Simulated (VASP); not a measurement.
Input of a VASP 6.6.1 run:

File INCAR:

```
PREC     = Accurate       # precision mode
ENCUT    = 520            # plane-wave cutoff, eV
EDIFF    = 1E-6           # SCF threshold, eV
ISMEAR   = 0              # smearing method
SIGMA    = 0.016          # smearing width, eV
LREAL    = False          # projectors in reciprocal space
LASPH    = True           # aspherical terms in the spheres
NELM     = 80             # most SCF steps
ALGO     = Normal         # electronic algorithm
ISIF     = 2              # what is computed and relaxed
LWAVE    = False          # write WAVECAR
LCHARG   = True           # write CHGCAR
GGA      = PE             # functional
LELF     = True           # ELF
LVHAR    = True         
NBANDS   = 12             # bands
```

File KPOINTS:

```
regular mesh
0
Gamma
  10 10 10
```

Contents of POSCAR:

```
In
1.0
   -1.8825252400      1.8825252400      1.8825252400
    1.8825252400     -1.8825252400      1.8825252400
    1.8825252400      1.8825252400     -1.8825252400
In
1
Direct
    0.0000000000      0.0000000000      0.0000000000
```

Potentials or basis: VASP PAW PBE potentials, release 64 (In_d).

Command:

```console
$ cat potpaw_PBE.64/In_d/POTCAR > POTCAR
$ mpirun -np 1 vasp_std > vasp.out
```

**Question.** Estimate the pressure.

**Answer.** 1.5 GPa.
